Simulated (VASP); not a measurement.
# PbO (P4/nmm) in VASP: relaxation of cell and atoms with r2SCAN+rVV10

Aim: the relaxation of cell and atoms of PbO with r2SCAN+rVV10.

Program: VASP 6.6.1. These are calculated values, not measurements. Logs are shortened: lines on timing, memory, paths and dates and some standing lists are left out, and cuts for length are marked.

## Step 1: The cell of the first run

Symmetry: P4/nmm, No. 129, tetragonal system. Conventional cell: a = 3.974 Å, b = 3.974 Å, c = 5.022 Å, α = 90.00°, β = 90.00°, γ = 90.00°. Pb (site symmetry 4mm) has 4 O at 2.31 Å within 3.1 Å. Within 3.1 Å of O (site symmetry -4m2) lie 4 Pb at 2.31 Å and 4 O at 2.81 Å.

## Step 2: Relaxation of cell and atoms, r2SCAN+rVV10

Input file POSCAR:

```
PbO
1.0
    3.9744000000      0.0000000000      0.0000000000
    0.0000000000      3.9744000000      0.0000000000
    0.0000000000      0.0000000000      5.0219000000
Pb O
2 2
Direct
    0.0000000000      0.5000000000      0.2356000000
    0.5000000000      0.0000000000      0.7644000000
    0.0000000000      0.0000000000      0.0000000000
    0.5000000000      0.5000000000      0.0000000000
```

Input file INCAR.step1:

```
SYSTEM = PbO
  PREC = Accurate
  ENCUT = 600
  ISMEAR = 0
  SIGMA = 0.02
  LREAL = .FALSE.
  LASPH = .TRUE.
  NELM = 100
  GGA = PE
  ALGO = Normal
  EDIFF = 1E-4
  LWAVE = .TRUE.
  LCHARG = .FALSE.
```

Input file INCAR.step2:

```
SYSTEM = PbO
  PREC = Accurate
  ENCUT = 600
  EDIFF = 1E-6
  ISMEAR = 0
  SIGMA = 0.02
  LREAL = .FALSE.
  LASPH = .TRUE.
  NELM = 100
  ALGO = Normal
  ISIF = 3
  LWAVE = .FALSE.
  LCHARG = .FALSE.
  METAGGA = R2SCAN
  LMIXTAU = .TRUE.
  LUSE_VDW = .TRUE.
  IVDW_NL = 2
  BPARAM = 11.95
  CPARAM = 0.0093
  IBRION = 2
  NSW = 100
  EDIFFG = -0.002
  ISTART = 1
```

Input file KPOINTS:

```
regular mesh
0
G
  8 8 6
  0 0 0
```

Potentials or basis: VASP PAW PBE potentials, release 64 (Pb_d, O).

Launch:

```console
$ cat potpaw_PBE.64/Pb_d/POTCAR potpaw_PBE.64/O/POTCAR > POTCAR
$ cp INCAR.step1 INCAR
$ mpirun -np 1 vasp_std > vasp.out
$ cp INCAR.step2 INCAR
$ mpirun -np 1 vasp_std > vasp.out
```

OUTCAR:

```text
SYSTEM = PbO
   PREC = Accurate
   ENCUT = 600
   EDIFF = 1E-6
   ISMEAR = 0
   LREAL = .FALSE.
   LASPH = .TRUE.
   NELM = 100
   ISIF = 3
   METAGGA = R2SCAN
   IVDW_NL = 2
   BPARAM = 11.95
   IBRION = 2
   NSW = 100
   EDIFFG = -0.002
   ISTART = 1

 ion  position               nearest neighbor table
   1  0.000  0.500  0.236-   3 2.31   4 2.31   3 2.31   4 2.31   2 3.67   2 3.67   2 3.67   2 3.67
                             2 3.87   2 3.87   2 3.87   2 3.87
   2  0.500  0.000  0.764-   3 2.31   4 2.31   4 2.31   3 2.31   1 3.67   1 3.67   1 3.67   1 3.67
                             1 3.87   1 3.87   1 3.87   1 3.87
   3  0.000  0.000  0.000-   1 2.31   2 2.31   1 2.31   2 2.31
   4  0.500  0.500  0.000-   1 2.31   2 2.31   2 2.31   1 2.31

  LATTYP: Found a simple tetragonal cell.
 ALAT       =     3.9744000000
 C/A-ratio  =     1.2635617955

  Lattice vectors:

 A1 = (   3.9744000000,   0.0000000000,   0.0000000000)
 A2 = (   0.0000000000,   3.9744000000,   0.0000000000)
 A3 = (   0.0000000000,   0.0000000000,   5.0219000000)

Analysis of symmetry for initial positions (statically):
=====================================================================
 Subroutine PRICEL returns:
 Original cell was already a primitive cell.

 Routine SETGRP: Setting up the symmetry group for a
 simple tetragonal supercell.

 Subroutine GETGRP returns: Found 16 space group operations
 (whereof  8 operations were pure point group operations)
 out of a pool of 16 trial point group operations.

The static configuration has the point symmetry D_2d.
 The point group associated with its full space group is D_4h.

Analysis of symmetry for dynamics (positions and initial velocities):
=====================================================================
 Subroutine PRICEL returns:
 Original cell was already a primitive cell.

 Routine SETGRP: Setting up the symmetry group for a
 simple tetragonal supercell.

 Subroutine GETGRP returns: Found 16 space group operations
 (whereof  8 operations were pure point group operations)
 out of a pool of 16 trial point group operations.

The dynamic configuration has the point symmetry D_2d.
 The point group associated with its full space group is D_4h.

 Subroutine INISYM returns: Found 16 space group operations
 (whereof  8 operations are pure point group operations),
 and found     1 'primitive' translations

----------------------------------------------------------------------------------------

                                     Primitive cell

  volume of cell :      79.3252

  direct lattice vectors                    reciprocal lattice vectors
     3.974400000  0.000000000  0.000000000     0.251610306  0.000000000  0.000000000
     0.000000000  3.974400000  0.000000000     0.000000000  0.251610306  0.000000000
     0.000000000  0.000000000  5.021900000     0.000000000  0.000000000  0.199127820

  length of vectors
     3.974400000  3.974400000  5.021900000     0.251610306  0.251610306  0.199127820

  position of ions in fractional coordinates (direct lattice)
     0.000000000  0.500000000  0.235600000
     0.500000000  0.000000000  0.764400000
     0.000000000  0.000000000  0.000000000
     0.500000000  0.500000000  0.000000000

  ion indices of the primitive-cell ions
   primitive index   ion index
                 1           1
                 2           2
                 3           3
                 4           4

----------------------------------------------------------------------------------------

 KPOINTS: regular mesh

Automatic generation of k-mesh.
 Grid dimensions read from file:
 generate k-points for:    8    8    6

 Generating k-lattice:

  Cartesian coordinates                     Fractional coordinates (reciprocal lattice)
     0.031451288  0.000000000  0.000000000     0.125000000  0.000000000  0.000000000
     0.000000000  0.031451288  0.000000000     0.000000000  0.125000000  0.000000000
     0.000000000  0.000000000  0.033187970     0.000000000  0.000000000  0.166666667

  Length of vectors
     0.031451288  0.031451288  0.033187970

  Shift w.r.t. Gamma in fractional coordinates (k-lattice)
     0.000000000  0.000000000  0.000000000

 Subroutine IBZKPT returns following result:
 ===========================================

 Found     60 irreducible k-points:

 Following reciprocal coordinates:
            Coordinates               Weight
  0.000000  0.000000  0.000000      1.000000
  0.125000  0.000000  0.000000      4.000000
  0.250000  0.000000  0.000000      4.000000
  0.375000  0.000000  0.000000      4.000000
  0.500000  0.000000  0.000000      2.000000
  0.125000  0.125000  0.000000      4.000000
[... 16 lines left out ...]
  0.375000  0.125000  0.166667     16.000000
  0.500000  0.125000  0.166667      8.000000
 [... further k-points ...]
   k-points           NKPTS =     60   k-points in BZ     NKDIM =     60   number of bands    NBANDS=     24
   number of dos      NEDOS =    301   number of ions     NIONS =      4
   total plane-waves  NPLWV =  40960
   dimension x,y,z NGX =    32 NGY =   32 NGZ =   40
   dimension x,y,z NGXF=    64 NGYF=   64 NGZF=   80
   ions per type =               2   2
   NGX,Y,Z   is equivalent  to a cutoff of  13.39, 13.39, 13.24 a.u.
   NGXF,Y,Z  is equivalent  to a cutoff of  26.77, 26.77, 26.48 a.u.
 SYSTEM =  PbO
   PREC   = accura    normal or accurate (medium, high low for compatibility)
   ISTART =      1    job   : 0-new  1-cont  2-samecut
   ICHARG =      0    charge: 1-file 2-atom 10-const
   ISPIN  =      1    spin polarized calculation?
   LNONCOLLINEAR =      F non collinear calculations
   LSORBIT =      F    spin-orbit coupling
   LASPH  =      T    aspherical Exc in radial PAW
   ENCUT  =  600.0 eV  44.10 Ry    6.64 a.u.   7.94  7.94 10.03*2*pi/ulx,y,z
   NELM   =    100;   NELMIN=  2; NELMDL=  0     # of ELM steps
   EDIFF  = 0.1E-05   stopping-criterion for ELM
   LREAL  =      F    real-space projection
   EDIFFG = -.2E-02   stopping-criterion for IOM
   NSW    =    100    number of steps for IOM
   IBRION =      2    ionic relax: 0-MD 1-quasi-New 2-CG
   NFREE  =      1    steps in history (QN), initial steepest desc. (CG)
   ISIF   =      3    stress and relaxation
   ISYM   =      2    0-nonsym 1-usesym 2-fastsym
   POTIM  = 0.5000    time-step for ionic-motion
   TEBEG  =    0.0;   TEEND  =   0.0 temperature during run
   PSTRESS=    0.0 pullay stress
   NELECT =      40.0000    total number of electrons
   NUPDOWN=      -1.0000    fix difference up-down
   EMIN   =  10.00;   EMAX   =-10.00  energy-range for DOS
   EFERMI =   0.00;   METHOD = LEGACY
   ISMEAR =     0;   SIGMA  =   0.02  broadening in eV -4-tet -1-fermi 0-gaus
   EFERMI_NEDOS =   21; number of points for ismear=-14 and -15
   IALGO  =     38    algorithm
   IMIX   =      4    mixing-type and parameters
     AMIX     =   0.40;   BMIX     =  1.00
     AMIX_MAG =   1.60;   BMIX_MAG =  1.00
  volume/ion in A,a.u.               =      19.83       133.83
  Fermi-wavevector in a.u.,A,eV,Ry     =   1.303040  2.462389 23.101513  1.697913
  Thomas-Fermi vector in A             =   2.434068
   LORBIT       =      0    0 simple, 1 ext, 2 COOP (PROOUT), +10 PAW based schemes
   METAGGA = R2SCAN    functional components
   LHFCALC =     F    Hartree Fock is set to
   AEXX    =    0.0000 exact exchange contribution
   IVDW_NL    =     2    kernel type
   BPARAM     =11.9500
   IVDW    =     0    specifies the selected vdW correction
   LEPSILON=     F    determine dielectric tensor
   LRPA    =     F    only Hartree local field effects (RPA)
 conjugate gradient relaxation of ions
 non-spin polarized calculation
 Gauss-broadening in eV      SIGMA  =   0.02
  energy-cutoff  :      600.00
  volume of cell :       79.33
 maximum number of plane-waves:      2676
 NGX is ok and might be reduce to    32
   NGX = 15   NGY = 15   NGZ = 21

--------------------------------------- Ionic step        1  -------------------------------------------

 number of electron      39.9999998 magnetization

 Free energy of the ion-electron system (eV)
  ---------------------------------------------------
  ext. energy  EPLUGINS =         0.00000000
  ---------------------------------------------------
  free energy    TOTEN  =      -128.37409321 eV

  energy without entropy =     -128.37409321  energy(sigma->0) =     -128.37409321

------------------------ aborting loop because EDIFF is reached ----------------------------------------

  FORCE on cell =-STRESS in cart. coord.  units (eV):
  Direction    XX          YY          ZZ          XY          YZ          ZX
  --------------------------------------------------------------------------------------
  -------------------------------------------------------------------------------------
  Total        0.4649301      0.4649301      0.3487135      0.0000000     -0.0000000      0.0000000
  in kB        9.3904629      9.3904629      7.0431693      0.0000000     -0.0000000      0.0000000
  external PRESSURE =       8.6080317 kB  Pullay stress =       0.0000000 kB
[... 95 lines left out ...]
  FREE ENERGIE OF THE ION-ELECTRON SYSTEM (eV)
  ---------------------------------------------------
  free  energy   TOTEN  =      -128.3763069868 eV

  energy  without entropy=     -128.3763069868  energy(sigma->0) =     -128.37630699

[... ionic steps 4 to 8 ...]

--------------------------------------- Ionic step        9  -------------------------------------------

 number of electron      40.0000004 magnetization

------------------------ aborting loop because EDIFF is reached ----------------------------------------
[... 71 lines left out ...]
--------------------------------------- Ionic step       11  -------------------------------------------

 number of electron      40.0000003 magnetization

 Free energy of the ion-electron system (eV)
  ---------------------------------------------------
  ext. energy  EPLUGINS =         0.00000000
  ---------------------------------------------------
  free energy    TOTEN  =      -128.37666167 eV

  energy without entropy =     -128.37666167  energy(sigma->0) =     -128.37666167

 E-fermi :   4.9795     XC(G=0): -10.5314

 val. band max:        4.8615882612   @ k =   0.1250   0.0000   0.0000
 cond. band min:       6.3453097404   @ k =   0.5000   0.5000   0.0000
 fundamental gap:      1.4837214791
 Fermi energy:         4.9795179677

 k-point     1 :       0.0000    0.0000    0.0000
  band No.  band energies     occupation
      1     -14.5338      2.00000
      2     -13.9130      2.00000
      3     -11.6460      2.00000
      4     -11.6460      2.00000
      5     -11.5775      2.00000
      6     -11.5677      2.00000
[... 637 lines left out ...]
     23      11.0061      0.00000
     24      11.0061      0.00000

 [... further k-points ...]

------------------------ aborting loop because EDIFF is reached ----------------------------------------

  FORCE on cell =-STRESS in cart. coord.  units (eV):
  Direction    XX          YY          ZZ          XY          YZ          ZX
  --------------------------------------------------------------------------------------
  -------------------------------------------------------------------------------------
  Total       -0.0044066     -0.0044066     -0.0077295      0.0000000      0.0000000      0.0000000
  in kB       -0.0888637     -0.0888637     -0.1558734      0.0000000      0.0000000      0.0000000
  external PRESSURE =      -0.1112003 kB  Pullay stress =       0.0000000 kB
[... 19 lines left out ...]
  FREE ENERGIE OF THE ION-ELECTRON SYSTEM (eV)
  ---------------------------------------------------
  free  energy   TOTEN  =      -128.3766616657 eV

  energy  without entropy=     -128.3766616657  energy(sigma->0) =     -128.37666167

 reached required accuracy - stopping structural energy minimisation
```

It took 81 min on 1 thread of Oxide Virtual Turin-like, shared host; peak memory 0.42 GiB.

Results:

```yaml
Free_energy: -128.3767 eV
Relaxed_volume: 19.86 Å³/atom
Relaxed_cell: a = 3.990 Å, b = 3.990 Å, c = 4.990 Å, α = 90.00°, β = 90.00°, γ = 90.00°
Space_group_after_relaxing_to_0.1_Å: P4/nmm (No. 129)
Energy_gained_by_relaxing: 0.6 meV/atom
Ionic_steps: 11
Pressure_after_relaxing: 0.0 GPa
Band_gap_on_the_k_mesh: 1.48 eV (least direct gap 2.60 eV)
```

Step by step:
| step | energy change (eV) | largest force (eV/Å) | pressure (GPa) | volume (Å³) |
| --- | --- | --- | --- | --- |
| 1 | 0.0000 | 0.1718 | 0.86 | 79.33 |
| 2 | 0.0006 | 0.1820 | -0.98 | 80.55 |
| 3 | -0.0022 | 0.0041 | -0.02 | 79.90 |
| 4 | -0.0022 | 0.0011 | -0.03 | 79.91 |
| 5 | -0.0023 | 0.0040 | -0.04 | 79.90 |
| 6 | -0.0023 | 0.0163 | -0.06 | 79.87 |
| 7 | -0.0024 | 0.0207 | -0.07 | 79.85 |
| 8 | -0.0024 | 0.0226 | -0.03 | 79.76 |
| 9 | -0.0025 | 0.0297 | 0.09 | 79.49 |
| 10 | -0.0026 | 0.0150 | 0.04 | 79.47 |
| 11 | -0.0026 | 0.0006 | -0.01 | 79.45 |

Final structure:
```yaml
crystal:
  lattice:
    - [3.99025, 0.00000, 0.00000]
    - [0.00000, 3.99025, 0.00000]
    - [0.00000, 0.00000, 4.98989]
  atoms:
    - { symbol: Pb, position: [0.00000, 0.50000, 0.23780] }
    - { symbol: Pb, position: [0.50000, 0.00000, 0.76220] }
    - { symbol: O, position: [0.00000, 0.00000, 0.00000] }
    - { symbol: O, position: [0.50000, 0.50000, 0.00000] }
```

Caveat: the PAW data sets were made with another functional, which shifts forces and pressure a little; spin-orbit coupling is left out, which moves the levels of the heavy elements. A k mesh can miss the band edges.
